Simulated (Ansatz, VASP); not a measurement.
**Ti2BeO3 in VASP and in Ansatz**

The input INCAR:

```
SYSTEM = Ti2BeO3
ALGO = Normal ; EDIFF = 1E-7
EDIFFG = -0.04 ; ENCUT = 600
GGA = PE ; IBRION = 2
ISIF = 3 ; ISMEAR = 0
LASPH = .True. ; LCHARG = .False.
LREAL = .False. ; LWAVE = .False.
NELM = 60 ; NSW = 90
PREC = Accurate ; SIGMA = 0.1
```

File KPOINTS:

```
k-points
0
Gamma
  6 6 6
  0 0 0
```

Contents of POSCAR:

```
Ti2BeO3
1.0
    4.7977086612      0.0000000000      0.0000000000
   -2.3988543306      4.1549375805      0.0000000000
    0.0000000000      0.0000000000      2.9214105965
Ti Be O
2 1 3
Direct
    0.3333333333      0.6666666667      0.0000000000
    0.6666666667      0.3333333333      0.0000000000
    0.0000000000      0.0000000000      0.0000000000
    0.5000000000      0.0000000000      0.5000000000
    0.5000000000      0.5000000000      0.5000000000
    0.0000000000      0.5000000000      0.5000000000
```

Input for Ansatz:

```yaml
crystal:
  lattice:
    - [4.7977086612, 0.0, 0.0]
    - [-2.3988543306, 4.1549375805, 0.0]
    - [0.0, 0.0, 2.9214105965]
  atoms:
    - { symbol: Ti, position: [0.3333333333, 0.6666666667, 0.0] }
    - { symbol: Ti, position: [0.6666666667, 0.3333333333, 0.0] }
    - { symbol: Be, position: [0.0, 0.0, 0.0] }
    - { symbol: O, position: [0.5, 0.0, 0.5] }
    - { symbol: O, position: [0.5, 0.5, 0.5] }
    - { symbol: O, position: [0.0, 0.5, 0.5] }
basis:
  ecutwfc: 420
kpoints:
  mp_grid: { grid: [6, 6, 6] }
hamiltonian:
  xc: pbe
scf:
  occupations: { method: gaussian, width: 0.1 }
  lower_state_search: "off"
output:
  forces: true
  stress: true
  eigenvalues: true
relax:
  adjacent_minimum: "off"
  f_tol: 0.04
  max_steps: 70
  cell: { stress_tol: 0.4 }
```

Alike in both runs: task relaxation of cell and atoms; functional PBE; k mesh 6 × 6 × 6; occupations gaussian, width 0.1 eV; no spin polarisation.

|  | VASP | Ansatz |
| --- | --- | --- |
| version | VASP 6.6.1 | Ansatz 0.2.0 |
| potentials or method | VASP PAW PBE potentials, release 64 (Ti_sv, Be, O), cutoff 600 eV | scalar-relativistic, plane waves, PAW |
| valence electrons in the cell | 44 | 44 |

```csv
,VASP,Ansatz,Ansatz less VASP
"gap on the k mesh at the Fermi level, each at its own relaxed structure (eV)",none,none,-
relaxed volume (Å³/atom),11.19,11.15,-0.037
relaxed length of the cell vector where the two differ most in proportion (Å),5.395,5.382,-0.0130
```

A gap of «none» marks a metal or a gap that the smearing closes.

Noted on VASP's run: the volume moved by over 15 % at a fixed basis, so the end points are rough.
